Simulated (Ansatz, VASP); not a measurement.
## RePb3: VASP beside Ansatz

```xyz
4
Lattice="4.7099 0.0000 0.0000 0.0000 4.7099 0.0000 0.0000 0.0000 4.7099" Properties=species:S:1:pos:R:3 pbc="T T T"
Re    0.0000    0.0000    0.0000
Pb    0.0000    2.3550    2.3550
Pb    2.3550    0.0000    2.3550
Pb    2.3550    2.3550    0.0000
```

Alike in both runs: task relaxation of cell and atoms; functional PBE; k mesh 10 × 10 × 10; occupations gaussian, width 0.1 eV; no spin polarisation.

|  | VASP | Ansatz |
| --- | --- | --- |
| version | VASP 6.6.1 | Ansatz 0.2.0 |
| potentials or method | VASP PAW PBE potentials, release 64 (Re, Pb_d), cutoff 600 eV | scalar-relativistic, plane waves, PAW |
| valence electrons in the cell | 49 | 57 |

```csv
,VASP,Ansatz,Ansatz less VASP
"gap on the k mesh at the Fermi level, each at its own relaxed structure (eV)",none,none,-
relaxed volume (Å³/atom),25.15,25.16,+0.010
relaxed cell length with the largest relative difference (Å),4.651,4.652,+0.0006
```

A gap of «none» marks a metal or a gap that the smearing closes. VASP's potentials hold 49 valence electrons a cell and Ansatz's 57, so a difference there can come from the potentials and not from the codes.

Neither program's run includes spin-orbit coupling.
